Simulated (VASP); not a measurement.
# C (P6_3/mmc) in VASP: further runs

C is run at these levels: PBEsol+D3(BJ); tasks: single point.

All numbers are computed with VASP 6.6.1; they aren't measurements. Logs are shortened: lines on timing, memory, paths and dates and some standing lists are left out, and cuts for length are marked.

## Step 1: The cell of the first run

The structure is hexagonal, space group P6_3/mmc (No. 194). The conventional cell has a = 2.458 Å, b = 2.458 Å, c = 6.350 Å, α = 90.00°, β = 90.00°, γ = 120.00°. C (site symmetry -6m2) has 3 C at 1.42 Å within 1.9 Å. C (site symmetry -6m2) has 3 C at 1.42 Å within 1.9 Å.

## Step 2: Single point, PBEsol+D3(BJ) (engineering shear strain xy +0.0000, normal strain along z -0.0350)

The input, INCAR:

```
SYSTEM = C
ALGO = Normal
EDIFF = 1E-6
ENCUT = 520
GGA = PS
ISIF = 2
ISMEAR = 0
IVDW = 12
LASPH = .True.
LCHARG = .True.
LELF = .True.
LREAL = .False.
LVHAR = .True.
LWAVE = .False.
NBANDS = 16
NELM = 80
PREC = Accurate
SIGMA = 0.15
```

The input, KPOINTS:

```
k-points
0
Gamma
  18 18 6
  0 0 0
```

The input, POSCAR:

```
C
1.0
    2.4580081303      0.0000000000      0.0000000000
   -1.2290040652      2.1286974836      0.0000000000
    0.0000000000      0.0000000000      6.3497547534
C
4
Direct
    0.0000000000      0.0000000000      0.0025000000
    0.0000000000      0.0000000000      0.5025000000
    0.3333333333      0.6666666667      0.0025000000
    0.6666666667      0.3333333333      0.5025000000
```

Potentials or basis: VASP PAW PBE potentials, release 64 (C).

Command:

```sh
$ cat potpaw_PBE.64/C/POTCAR > POTCAR
$ mpirun -np 1 vasp_std > vasp.out
```

OUTCAR:

```text
SYSTEM = C
   EDIFF = 1E-6
   ENCUT = 520
   GGA = PS
   ISIF = 2
   ISMEAR = 0
   IVDW = 12
   LASPH = .True.
   LREAL = .False.
   NELM = 80
   PREC = Accurate
 IVDW          = 12

 ion  position               nearest neighbor table
   1  0.000  0.000  0.002-   3 1.42   3 1.42   3 1.42
   2  0.000  0.000  0.502-   4 1.42   4 1.42   4 1.42
   3  0.333  0.667  0.002-   1 1.42   1 1.42   1 1.42
   4  0.667  0.333  0.502-   2 1.42   2 1.42   2 1.42

  LATTYP: Found a hexagonal cell.
 ALAT       =     2.4580081303
 C/A-ratio  =     2.5832928196

  Lattice vectors:

 A1 = (   2.4580081303,   0.0000000000,   0.0000000000)
 A2 = (  -1.2290040652,   2.1286974836,   0.0000000000)
 A3 = (   0.0000000000,   0.0000000000,   6.3497547534)

Analysis of symmetry for initial positions (statically):
=====================================================================
 Subroutine PRICEL returns:
 Original cell was already a primitive cell.

 Routine SETGRP: Setting up the symmetry group for a
 hexagonal supercell.

 Subroutine GETGRP returns: Found 24 space group operations
 (whereof  6 operations were pure point group operations)
 out of a pool of 24 trial point group operations.

The static configuration has the point symmetry C_3v.
 The point group associated with its full space group is D_6h.

Analysis of symmetry for dynamics (positions and initial velocities):
=====================================================================
 Subroutine PRICEL returns:
 Original cell was already a primitive cell.

 Routine SETGRP: Setting up the symmetry group for a
 hexagonal supercell.

 Subroutine GETGRP returns: Found 24 space group operations
 (whereof  6 operations were pure point group operations)
 out of a pool of 24 trial point group operations.

The dynamic configuration has the point symmetry C_3v.
 The point group associated with its full space group is D_6h.

 Subroutine INISYM returns: Found 24 space group operations
 (whereof  6 operations are pure point group operations),
 and found     1 'primitive' translations

----------------------------------------------------------------------------------------

                                     Primitive cell

  volume of cell :      33.2242

  direct lattice vectors                    reciprocal lattice vectors
     2.458008130  0.000000000  0.000000000     0.406833479  0.234885419  0.000000000
    -1.229004065  2.128697484  0.000000000     0.000000000  0.469770838  0.000000000
     0.000000000  0.000000000  6.349754753     0.000000000  0.000000000  0.157486397

  length of vectors
     2.458008130  2.458008130  6.349754753     0.469770838  0.469770838  0.157486397

  position of ions in fractional coordinates (direct lattice)
     0.000000000  0.000000000  0.002500000
     0.000000000  0.000000000  0.502500000
     0.333333333  0.666666667  0.002500000
     0.666666667  0.333333333  0.502500000

  ion indices of the primitive-cell ions
   primitive index   ion index
                 1           1
                 2           2
                 3           3
                 4           4

----------------------------------------------------------------------------------------

 KPOINTS: k-points

Automatic generation of k-mesh.
 Grid dimensions read from file:
 generate k-points for:   18   18    6

 Generating k-lattice:

  Cartesian coordinates                     Fractional coordinates (reciprocal lattice)
     0.022601860  0.013049190  0.000000000     0.055555556 -0.000000000  0.000000000
     0.000000000  0.026098380  0.000000000     0.000000000  0.055555556  0.000000000
     0.000000000  0.000000000  0.026247733     0.000000000  0.000000000  0.166666667

  Length of vectors
     0.026098380  0.026098380  0.026247733

  Shift w.r.t. Gamma in fractional coordinates (k-lattice)
     0.000000000  0.000000000  0.000000000

 Subroutine IBZKPT returns following result:
 ===========================================

 Found    148 irreducible k-points:

 Following reciprocal coordinates:
            Coordinates               Weight
  0.000000  0.000000  0.000000      1.000000
  0.055556  0.000000  0.000000      6.000000
  0.111111  0.000000  0.000000      6.000000
  0.166667  0.000000  0.000000      6.000000
  0.222222  0.000000  0.000000      6.000000
  0.277778  0.000000  0.000000      6.000000
[... 16 lines left out ...]
  0.333333  0.111111  0.000000     12.000000
  0.388889  0.111111  0.000000     12.000000
 [... further k-points ...]
   k-points           NKPTS =    148   k-points in BZ     NKDIM =    148   number of bands    NBANDS=     16
   number of dos      NEDOS =    301   number of ions     NIONS =      4
   total plane-waves  NPLWV =  15552
   dimension x,y,z NGX =    18 NGY =   18 NGZ =   48
   dimension x,y,z NGXF=    36 NGYF=   36 NGZF=   96
   ions per type =               4
   NGX,Y,Z   is equivalent  to a cutoff of  12.17, 12.17, 12.57 a.u.
   NGXF,Y,Z  is equivalent  to a cutoff of  24.35, 24.35, 25.13 a.u.
 SYSTEM =  C
   PREC   = accura    normal or accurate (medium, high low for compatibility)
   ISTART =      0    job   : 0-new  1-cont  2-samecut
   ICHARG =      2    charge: 1-file 2-atom 10-const
   ISPIN  =      1    spin polarized calculation?
   LNONCOLLINEAR =      F non collinear calculations
   LSORBIT =      F    spin-orbit coupling
   LASPH  =      T    aspherical Exc in radial PAW
   ENCUT  =  520.0 eV  38.22 Ry    6.18 a.u.   4.57  4.57 11.81*2*pi/ulx,y,z
   NELM   =     80;   NELMIN=  2; NELMDL= -5     # of ELM steps
   EDIFF  = 0.1E-05   stopping-criterion for ELM
   LREAL  =      F    real-space projection
   EDIFFG = 0.1E-04   stopping-criterion for IOM
   NSW    =      0    number of steps for IOM
   IBRION =     -1    ionic relax: 0-MD 1-quasi-New 2-CG
   NFREE  =      0    steps in history (QN), initial steepest desc. (CG)
   ISIF   =      2    stress and relaxation
   ISYM   =      2    0-nonsym 1-usesym 2-fastsym
   POTIM  = 0.5000    time-step for ionic-motion
   TEBEG  =    0.0;   TEEND  =   0.0 temperature during run
   PSTRESS=    0.0 pullay stress
   NELECT =      16.0000    total number of electrons
   NUPDOWN=      -1.0000    fix difference up-down
   EMIN   =  10.00;   EMAX   =-10.00  energy-range for DOS
   EFERMI =   0.00;   METHOD = LEGACY
   ISMEAR =     0;   SIGMA  =   0.15  broadening in eV -4-tet -1-fermi 0-gaus
   EFERMI_NEDOS =   21; number of points for ismear=-14 and -15
   IALGO  =     38    algorithm
   IMIX   =      4    mixing-type and parameters
     AMIX     =   0.40;   BMIX     =  1.00
     AMIX_MAG =   1.60;   BMIX_MAG =  1.00
  volume/ion in A,a.u.               =       8.31        56.05
  Fermi-wavevector in a.u.,A,eV,Ry     =   1.283207  2.424910 22.403631  1.646620
  Thomas-Fermi vector in A             =   2.415473
   LORBIT       =      0    0 simple, 1 ext, 2 COOP (PROOUT), +10 PAW based schemes
   GGA     = PS    functional components
   LHFCALC =     F    Hartree Fock is set to
   AEXX    =    0.0000 exact exchange contribution
   IVDW    =    12    specifies the selected vdW correction
   LEPSILON=     F    determine dielectric tensor
   LRPA    =     F    only Hartree local field effects (RPA)
 non-spin polarized calculation
 Gauss-broadening in eV      SIGMA  =   0.15
  energy-cutoff  :      520.00
  volume of cell :       33.22
 maximum number of plane-waves:       912
   NGX =  9   NGY =  9   NGZ = 23

 number of electron      15.9999995 magnetization

 Free energy of the ion-electron system (eV)
  ---------------------------------------------------
  ext. energy  EPLUGINS =         0.00000000
  ---------------------------------------------------
  free energy    TOTEN  =       -38.54110817 eV

  energy without entropy =      -38.53991431  energy(sigma->0) =      -38.54051124

 E-fermi :   5.1255     XC(G=0): -10.9495

 val. band max:        5.1246808629   @ k =   0.3333   0.3333   0.5000
 cond. band min:       5.1422377437   @ k =   0.3333   0.3333   0.3333
 fundamental gap:      0.0175568808
 Fermi energy:         5.1254850081

 k-point     1 :       0.0000    0.0000    0.0000
  band No.  band energies     occupation
      1     -14.6063      2.00000
      2     -14.1403      2.00000
      3      -3.7497      2.00000
      4      -1.1095      2.00000
      5       2.1791      2.00000
      6       2.1791      2.00000
[... 8 lines left out ...]
     15      16.9141      0.00000
     16      16.9237      0.00000

 k-point     2 :       0.0556    0.0000    0.0000
  band No.  band energies     occupation
      1     -14.5319      2.00000
      2     -14.0679      2.00000
      3      -3.6589      2.00000
      4      -1.0259      2.00000
      5       1.8740      2.00000
      6       1.9188      2.00000
[... 8 lines left out ...]
     15      16.6648      0.00000
     16      16.9785      0.00000

 k-point     3 :       0.1111    0.0000    0.0000
  band No.  band energies     occupation
      1     -14.3091      2.00000
      2     -13.8508      2.00000
      3      -3.3872      2.00000
      4      -0.7765      2.00000
      5       1.0387      2.00000
      6       1.1115      2.00000
[... 8 lines left out ...]
     15      15.9592      0.00000
     16      17.1520      0.00000

 k-point     4 :       0.1667    0.0000    0.0000
  band No.  band energies     occupation
      1     -13.9388      2.00000
      2     -13.4901      2.00000
      3      -2.9369      2.00000
      4      -0.3654      2.00000
      5      -0.1589      2.00000
      6      -0.0516      2.00000
[... 8 lines left out ...]
     15      16.1527      0.00000
     16      17.4339      0.00000
[... 324 lines left out ...]
 k-point    22 :       0.2778    0.1111    0.0000
  band No.  band energies     occupation
      1     -11.7541      2.00000
      2     -11.3627      2.00000
      3      -4.4436      2.00000
      4      -4.2414      2.00000
      5      -1.5230      2.00000
      6      -1.4073      2.00000
[... 8 lines left out ...]
     15      18.7184      0.00000
     16      19.8426      0.00000

 k-point    23 :       0.3333    0.1111    0.0000
  band No.  band energies     occupation
      1     -10.8336      2.00000
      2     -10.4674      2.00000
      3      -5.8480      2.00000
      4      -5.6095      2.00000
      5      -1.8995      2.00000
      6      -1.7757      2.00000
[... 8 lines left out ...]
     15      18.8457      0.00000
     16      19.8699      0.00000

 k-point    24 :       0.3889    0.1111    0.0000
  band No.  band energies     occupation
      1      -9.8103      2.00000
      2      -9.4805      2.00000
      3      -7.1653      2.00000
      4      -6.9049      2.00000
      5      -2.1274      2.00000
      6      -1.9994      2.00000
[... 8 lines left out ...]
     15      18.6799      0.00000
     16      19.2912      0.00000

 [... further k-points ...]

------------------------ aborting loop because EDIFF is reached ----------------------------------------

 Edisp (eV)   -0.46519

 E8    (eV) :    -0.2262

  FORCE on cell =-STRESS in cart. coord.  units (eV):
  Direction    XX          YY          ZZ          XY          YZ          ZX
  --------------------------------------------------------------------------------------
  -------------------------------------------------------------------------------------
  Total       0.24218     0.24218     0.30592    -0.00000    -0.00000     0.00000
  in kB      11.67875    11.67875    14.75228    -0.00000    -0.00000     0.00000
  external pressure =       12.70 kB  Pullay stress =        0.00 kB

 VOLUME and BASIS-vectors are now :
 -----------------------------------------------------------------------------
  energy-cutoff  :      520.00
  volume of cell :       33.22
      direct lattice vectors                 reciprocal lattice vectors
     2.458008130  0.000000000  0.000000000     0.406833479  0.234885419  0.000000000
    -1.229004065  2.128697484  0.000000000     0.000000000  0.469770838  0.000000000
     0.000000000  0.000000000  6.349754753     0.000000000  0.000000000  0.157486397

 POSITION                                       TOTAL-FORCE (eV/Angst)
 -----------------------------------------------------------------------------------
      0.00000      0.00000      0.01587         0.000000      0.000000      0.000000
      0.00000      0.00000      3.19075        -0.000000     -0.000000      0.000000
     -0.00000      1.41913      0.01587         0.000000      0.000000     -0.000000
      1.22900      0.70957      3.19075         0.000000     -0.000000     -0.000000
 -----------------------------------------------------------------------------------
    total drift:                               -0.000000     -0.000000      0.000002

  FREE ENERGIE OF THE ION-ELECTRON SYSTEM (eV)
  ---------------------------------------------------
  free  energy   TOTEN  =       -39.0063008686 eV

  energy  without entropy=      -39.0051070059  energy(sigma->0) =      -39.00570394
```

Run time: 43 s. Hardware: 1 thread of Intel Xeon 6975P-C, shared host; peak memory 0.19 GiB.

What came out:

| Item | Value |
| --- | --- |
| Free energy | -39.0063 eV |
| Pressure | 1.3 GPa |
| Band gap on the k mesh | zero (band 8 reaches 5.14 eV, above the bottom of band 9 at 5.09 eV) |
| Dispersion energy per atom | -0.116 eV |

Stress tensor (GPa, compression positive):
```
1.17 0.00 0.00
0.00 1.17 0.00
0.00 0.00 1.48
```

Levels at points of the mesh, in eV from the Fermi level:
```tsv
k point	band 6	band 7	band 8	band 9	band 10	band 11
(0.00, 0.00, 0.00)	-2.95	-2.91	-2.91	4.55	8.37	8.37
(0.50, 0.00, 0.00)	-6.31	-2.95	-2.03	1.54	2.38	7.20
(0.00, 0.00, 0.50)	-2.93	-2.93	-2.93	7.69	7.69	8.41
(0.50, 0.00, 0.50)	-6.36	-2.36	-2.36	1.63	1.63	7.49
```

Caveat: the cell differs from its parent crystal (engineering shear strain xy +0.0000, normal strain along z -0.0350); the PAW data sets were made with another functional, which shifts forces and pressure a little.

## Step 3: Single point, PBEsol+D3(BJ) (engineering shear strain xy +0.0000, normal strain along z -0.0175)

The input, INCAR:

```
SYSTEM = C
PREC = Accurate
ENCUT = 520
EDIFF = 1E-6
ISMEAR = 0
SIGMA = 0.15
LREAL = .False.
LASPH = .True.
NELM = 60
ALGO = Normal
ISIF = 2
LWAVE = .False.
LCHARG = .False.
GGA = PS
IVDW = 12
NBANDS = 16
```

The input, KPOINTS:

```
Automatic mesh
0
Gamma
  18 18 6
  0 0 0
```

Edit POSCAR of step 2 so:

```diff
@@ -4,3 +4,3 @@
    -1.2290040652      2.1286974836      0.0000000000
-    0.0000000000      0.0000000000      6.3497547534
+    0.0000000000      0.0000000000      6.4649057464
 C
```

Potentials or basis: VASP PAW PBE potentials, release 64 (C).

Command:

```sh
$ cat potpaw_PBE.64/C/POTCAR > POTCAR
$ mpirun -np 1 vasp_std > vasp.out
```

OUTCAR:

```text
SYSTEM = C
   PREC = Accurate
   ENCUT = 520
   EDIFF = 1E-6
   ISMEAR = 0
   LREAL = .False.
   LASPH = .True.
   NELM = 60
   ISIF = 2
   GGA = PS
   IVDW = 12
 IVDW          = 12

 ion  position               nearest neighbor table
   1  0.000  0.000  0.002-   3 1.42   3 1.42   3 1.42
   2  0.000  0.000  0.502-   4 1.42   4 1.42   4 1.42
   3  0.333  0.667  0.002-   1 1.42   1 1.42   1 1.42
   4  0.667  0.333  0.502-   2 1.42   2 1.42   2 1.42

  LATTYP: Found a hexagonal cell.
[... 657 lines left out ...]

 E8    (eV) :    -0.2224

  FORCE on cell =-STRESS in cart. coord.  units (eV):
  Direction    XX          YY          ZZ          XY          YZ          ZX
  --------------------------------------------------------------------------------------
  -------------------------------------------------------------------------------------
  Total       0.25211     0.25211     0.12271    -0.00000     0.00000     0.00000
  in kB      11.94119    11.94119     5.81214    -0.00000     0.00000     0.00000
  external pressure =        9.90 kB  Pullay stress =        0.00 kB

 VOLUME and BASIS-vectors are now :
 -----------------------------------------------------------------------------
  energy-cutoff  :      520.00
  volume of cell :       33.83
      direct lattice vectors                 reciprocal lattice vectors
     2.458008130  0.000000000  0.000000000     0.406833479  0.234885419  0.000000000
    -1.229004065  2.128697484  0.000000000     0.000000000  0.469770838  0.000000000
     0.000000000  0.000000000  6.464905746     0.000000000  0.000000000  0.154681296

 POSITION                                       TOTAL-FORCE (eV/Angst)
 -----------------------------------------------------------------------------------
      0.00000      0.00000      0.01616        -0.000000      0.000000     -0.000000
      0.00000      0.00000      3.24862         0.000000     -0.000000      0.000000
     -0.00000      1.41913      0.01616         0.000000      0.000000      0.000000
      1.22900      0.70957      3.24862         0.000000     -0.000000      0.000000
 -----------------------------------------------------------------------------------
    total drift:                               -0.000000     -0.000000     -0.000004

  FREE ENERGIE OF THE ION-ELECTRON SYSTEM (eV)
  ---------------------------------------------------
  free  energy   TOTEN  =       -39.0105937460 eV

  energy  without entropy=      -39.0093918482  energy(sigma->0) =      -39.00999280
```

It took 41 s on 1 thread of Intel Xeon 6975P-C, shared host; peak memory 0.19 GiB.

Results:

```yaml
Free_energy: -39.0106 eV
Pressure: 1.0 GPa
Band_gap_on_the_k_mesh: zero (band 8 reaches 4.98 eV, above the bottom of band 9 at 4.94 eV)
Dispersion_energy_per_atom: -0.114 eV
```

Stress tensor (GPa, compression positive):
```
1.19 0.00 0.00
0.00 1.19 0.00
0.00 0.00 0.58
```

Caveat: the cell differs from its parent crystal (engineering shear strain xy +0.0000, normal strain along z -0.0175); the PAW data sets were made with another functional, which shifts forces and pressure a little.
